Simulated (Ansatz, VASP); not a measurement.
One calculation of InP, two programs

```
CELL_PARAMETERS angstrom
0.00000 2.60331 3.12297
3.12297 0.00000 3.12297
3.12297 2.60331 0.00000
ATOMIC_POSITIONS crystal
In 0.00000 0.00000 0.00000
P 0.75000 0.75000 0.75000
```

Alike in both runs: task single point; functional LDA; k mesh 12 × 12 × 12; occupations gaussian, width 0.05 eV; no spin polarisation.

|  | VASP | Ansatz |
| --- | --- | --- |
| version | VASP 6.6.1 | Ansatz 0.2.0 |
| potentials or method | VASP PAW LDA potentials, release 64 (In_d, P), cutoff 520 eV | scalar-relativistic, plane waves, PAW |
| valence electrons in the cell | 18 | 18 |

|  | VASP | Ansatz | Ansatz less VASP |
| --- | --- | --- | --- |
| gap on the k mesh at the Fermi level (eV) | 0.07 | 0.10 | +0.032 |
| least direct gap on the mesh (eV) | 0.07 | 0.10 | +0.032 |
| pressure (GPa) | -2.5 | -2.5 | -0.01 |
| traceless stress, the component that is largest in VASP (GPa) | 3.79 | 3.80 | +0.007 |

Ansatz warns that its potentials were made for another functional, while VASP's fit it. LDA's correlation is that of Perdew and Zunger in VASP and of Perdew and Wang (1992) in Ansatz.
